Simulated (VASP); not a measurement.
Write the native input for VASP 6.6.1 that does the following.

```yaml
Task: single point
Functional: PBEsol
Potentials_or_basis: VASP PAW PBE potentials, release 64 (Ru_pv)
Cutoff: 520 eV
k_mesh: 14 × 14 × 8
Occupations: fermi-dirac, width 0.03 eV
Spin: no spin polarisation
Dipole_correction: no
Further_INCAR_settings: ALGO = Normal; EDIFF = 1e-06; NBANDS = 21
```

The structure of Ru lies in POSCAR:

```
Ru
1.0
    2.7057993342      0.0000000000      0.0000000000
   -1.3528996671      2.3432909610      0.0000000000
    0.0000000000      0.0000000000      4.1534430000
Ru
2
Direct
    0.3333333333      0.6666666667      0.2500000000
    0.6666666667      0.3333333333      0.7500000000
```

This cell differs from its parent crystal: zz strain of -3 %.

The input as run:

INCAR

```
  ALGO = Normal
  EDIFF = 1E-6
  ENCUT = 520
  GGA = PS
  ISIF = 2
  ISMEAR = -1
  LASPH = T
  LCHARG = F
  LREAL = F
  LWAVE = F
  NBANDS = 21
  NELM = 60
  PREC = Accurate
  SIGMA = 0.03
```

KPOINTS

```
k-points
0
Gamma
  14 14 8
```

Potentials or basis: VASP PAW PBE potentials, release 64 (Ru_pv).

Launch:

```console
$ cat potpaw_PBE.64/Ru_pv/POTCAR > POTCAR
$ mpirun -np 1 vasp_std > vasp.out
```

Results of the run:

The pressure is 5.0 GPa and the band gap on the k mesh is zero (band 14 reaches 14.84 eV, above the bottom of band 15 at 11.45 eV).

Caveat: the cell differs from its parent crystal (zz strain of -3 %); the PAW data sets were made with another functional, which shifts forces and pressure a little.

It took 45 s on 1 thread of Intel(R) Xeon(R) Platinum 8375C CPU @ 2.90GHz (Ice Lake), with other jobs on the host, peak memory 0.17 GiB.
